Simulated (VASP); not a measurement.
**MgF2: electric field gradients with PBE**

MgF2:

```xyz
6
Lattice="4.6213 0.0000 0.0000 0.0000 4.6213 0.0000 0.0000 0.0000 3.0159" Properties=species:S:1:pos:R:3 pbc="T T T"
Mg    0.0000    0.0000    0.0000
Mg    2.3106    2.3106    1.5079
F     1.3993    1.3993    0.0000
F     0.9113    3.7100    1.5079
F     3.2220    3.2220    0.0000
F     3.7100    0.9113    1.5079
```

```json
{
 "Program": "VASP 6.6.1",
 "Task": "electric field gradients",
 "Functional": "PBE",
 "Potentials or basis": "VASP PAW PBE potentials, release 64 (Mg, F)",
 "Cutoff": "520 eV",
 "k mesh": "6 × 6 × 8",
 "Occupations": "fermi-dirac, width 0.01 eV",
 "Spin": "no spin polarisation",
 "Dipole correction": "no",
 "Further INCAR settings": "ALGO = Normal; EDIFF = 1e-08; NBANDS = 25"
}
```

```json
{
  "Pressure": "5.4 GPa",
  "Largest force": "0.053 eV/Å",
  "Band gap on the k mesh": "7.20 eV, direct"
}
```

Forces on the atoms (eV/Å):
```
Mg   0.000  0.000  0.000
Mg   0.000  0.000  0.000
F   -0.038 -0.038  0.000
F    0.038 -0.038  0.000
F    0.038  0.038  0.000
F   -0.038  0.038  0.000
```

Stress tensor (GPa, compression positive):
```
4.71 0.00 0.00
0.00 4.71 0.00
0.00 0.00 6.65
```

Levels at points of the mesh, in eV from the valence-band top:
```
           k point  band 12  band 13  band 14  band 15  band 16  band 17  band 18  band 19  band 20  band 21
(0.00, 0.00, 0.00)    -1.22    -0.72    -0.33    -0.33     0.00     7.20    12.37    12.37    13.92    14.53
(0.50, 0.00, 0.00)    -1.42    -0.98    -0.98    -0.39    -0.39     9.62     9.62    13.64    13.64    15.61
(0.50, 0.50, 0.00)    -1.27    -0.97    -0.97    -0.81    -0.81    11.35    11.35    11.40    11.40    17.49
(0.00, 0.00, 0.50)    -1.47    -1.17    -1.17    -0.87    -0.87    12.01    12.01    15.11    15.11    15.53
(0.50, 0.00, 0.50)    -1.40    -0.76    -0.76    -0.68    -0.68    12.87    12.87    13.65    13.65    15.88
(0.50, 0.50, 0.50)    -1.44    -0.63    -0.63    -0.50    -0.50    13.42    13.42    13.42    13.42    14.79
```

Electric field gradients, principal values (V/Å²):
| atom | least | middle | greatest (by size) |
| --- | --- | --- | --- |
| 1 Mg | -0.284 | -5.315 | 5.599 |
| 2 Mg | -0.284 | -5.315 | 5.599 |
| 3 F | 14.978 | 32.918 | -47.896 |
| 4 F | 14.978 | 32.918 | -47.896 |
| 5 F | 14.978 | 32.918 | -47.896 |
| 6 F | 14.978 | 32.918 | -47.896 |

Run time: 51 s on 1 thread of Intel(R) Xeon(R) Platinum 8375C CPU @ 2.90GHz (Ice Lake) (shared host), peak memory 0.21 GiB.

Caveat: without QUAD_EFG the Cq values of the log hold for a quadrupole moment of 1 mb, not for the nuclei. A k mesh can miss the band edges.
